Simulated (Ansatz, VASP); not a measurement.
**Two plane-wave programs on Rh**

```
Rh
1.0
     0.00000    1.89785    1.89785
     1.89785    0.00000    1.89785
     1.89785    1.89785    0.00000
Rh
1
Direct
  0.00000 0.00000 0.00000
```

Alike in both runs: task relaxation of cell and atoms; functional r2SCAN; k mesh 18 × 18 × 18; occupations gaussian, width 0.1 eV; no spin polarisation.

```csv
,VASP,Ansatz
version,VASP 6.6.1,Ansatz 0.2.0
potentials or method,"VASP PAW PBE potentials, release 64 (Rh_pv), cutoff 600 eV","scalar-relativistic, plane waves, PAW"
valence electrons in the cell,15,17
```

```csv
,VASP,Ansatz,Ansatz less VASP
"gap on the k mesh at the Fermi level, each at its own relaxed structure (eV)",none,none,-
relaxed volume (Å³/atom),13.77,13.72,-0.054
relaxed cell length with the largest relative difference (Å),2.690,2.687,-0.0035
```

VASP's potentials were made for PBE, not for r2SCAN. A gap of «none» marks a metal or a gap that the smearing closes. VASP's potentials hold 15 valence electrons a cell and Ansatz's 17, so a difference there can come from the potentials and not from the codes.
